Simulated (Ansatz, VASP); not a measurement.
# Two plane-wave programs on W

```
CELL_PARAMETERS angstrom
-1.59730 1.59730 1.59730
1.59730 -1.59730 1.59730
1.59730 1.59730 -1.59730
ATOMIC_POSITIONS crystal
W 0.00000 0.00000 0.00000
```

Alike in both runs: task single point; functional PBE; k mesh 24 × 24 × 24; occupations gaussian, width 0.15 eV; no spin polarisation.

```csv
,VASP,Ansatz
version,VASP 6.6.1,Ansatz 0.2.0
potentials or method,"VASP PAW PBE potentials, release 64 (W_sv), cutoff 520 eV","scalar-relativistic, plane waves, PAW"
valence electrons in the cell,14,14
```

|  | VASP | Ansatz | Ansatz less VASP |
| --- | --- | --- | --- |
| gap on the k mesh at the Fermi level (eV) | none | none | - |
| pressure (GPa) | -2.6 | -3.0 | -0.46 |

A gap of «none» marks a metal or a gap that the smearing closes. With one functional, cell and mesh, what is left measures potentials, basis and numerics.

Neither program's run includes spin-orbit coupling.
